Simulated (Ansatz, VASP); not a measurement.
# SnTe in VASP and in Ansatz

INCAR

```
PREC     = Accurate       # precision mode
ENCUT    = 520            # plane-wave cutoff, eV
EDIFF    = 1E-6           # SCF threshold, eV
ISMEAR   = -1             # smearing method
SIGMA    = 0.02           # smearing width, eV
LREAL    = F              # projectors in reciprocal space
LASPH    = T              # aspherical terms in the spheres
NELM     = 60             # most SCF steps
ALGO     = Normal         # electronic algorithm
ISIF     = 2              # what is computed and relaxed
LWAVE    = F              # write WAVECAR
LCHARG   = F              # write CHGCAR
GGA      = CA             # functional
NBANDS   = 17             # bands
```

The input KPOINTS:

```
regular mesh
0
Gamma
  8 8 8
```

File POSCAR:

```
SnTe
1.0
    0.0000000000      3.1893545680      3.1893545680
    3.1893545680      0.0000000000      3.1893545680
    3.1893545680      3.1893545680      0.0000000000
Sn Te
1 1
Direct
    0.0000000000      0.0000000000      0.0000000000
    0.5000000000      0.5000000000      0.5000000000
```

Input for Ansatz:

```yaml
crystal:
  lattice:
    - [0.0, 3.189354568, 3.189354568]
    - [3.189354568, 0.0, 3.189354568]
    - [3.189354568, 3.189354568, 0.0]
  atoms:
    - { symbol: Sn, position: [0.0, 0.0, 0.0] }
    - { symbol: Te, position: [0.5, 0.5, 0.5] }
kpoints:
  mp_grid: { grid: [8, 8, 8] }
  band_path:
    path:
      - [0.0, 0.0, 0.0]
      - [0.5, 0.0, 0.5]
      - [0.625, 0.25, 0.625]
      - [0.375, 0.375, 0.75]
      - [0.5, 0.5, 0.5]
      - [0.5, 0.25, 0.75]
    npoints: 1
hamiltonian:
  xc: lda
scf:
  occupations: { method: fermi_dirac, width: 0.02 }
  n_extra_bands: 4
output:
  forces: true
  stress: true
  eigenvalues: true
```

Alike in both runs: task single point; functional LDA; k mesh 8 × 8 × 8; occupations fermi-dirac, width 0.02 eV; no spin polarisation.

|  | VASP | Ansatz |
| --- | --- | --- |
| version | VASP 6.6.1 | Ansatz 0.2.0 |
| potentials or method | VASP PAW LDA potentials, release 64 (Sn_d, Te) | plane waves, PAW |
| plane-wave cutoff (eV) | 520 | 420 |
| valence electrons in the cell | 20 | 30 |

```tsv
	VASP	Ansatz	Ansatz less VASP
pressure (GPa)	-2.9	-2.9	-0.01
```

LDA's correlation is that of Perdew and Zunger in VASP and of Perdew and Wang (1992) in Ansatz. VASP's potentials hold 20 valence electrons a cell and Ansatz's 30, so a difference there can come from the potentials and not from the codes.

Spin-orbit coupling is off throughout.
